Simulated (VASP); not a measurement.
Here is a VASP 6.6.1 calculation.

INCAR

```
PREC = Accurate
ENCUT = 520
EDIFF = 1E-6
ISMEAR = 0
SIGMA = 0.1
LREAL = F
LASPH = T
NELM = 100
ALGO = Normal
ISIF = 2
LWAVE = F
LCHARG = F
GGA = PE
NBANDS = 23
```

File KPOINTS:

```
Automatic mesh
0
Gamma
  8 8 8
```

The input POSCAR:

```
SiGe2
1.0
   -1.4631498319      1.4631498319      6.3950514450
    1.4631498319     -1.4631498319      6.3950514450
    1.4631498319      1.4631498319     -6.3950514450
Si Ge
1 2
Direct
    0.5000000000      0.5000000000      0.0000000000
    0.8416682651      0.8416682651      0.0000000000
    0.1583317349      0.1583317349      0.0000000000
```

Potentials or basis: VASP PAW PBE potentials, release 64 (Si, Ge_d).

Run with:

```bash
$ cat potpaw_PBE.64/Si/POTCAR potpaw_PBE.64/Ge_d/POTCAR > POTCAR
$ mpirun -np 1 vasp_std > vasp.out
```

Question: Estimate the band gap on the k mesh.

Answer: Zero (bands 16 and 17 overlap by 5.63 eV).

Question: Estimate the largest force.

Answer: 0.009 eV/Å.

Question: What does it give for the pressure?

Answer: -0.1 GPa.

Stress tensor (GPa, compression positive):
```
-0.17  0.00  0.00
 0.00 -0.17  0.00
 0.00  0.00 -0.01
```
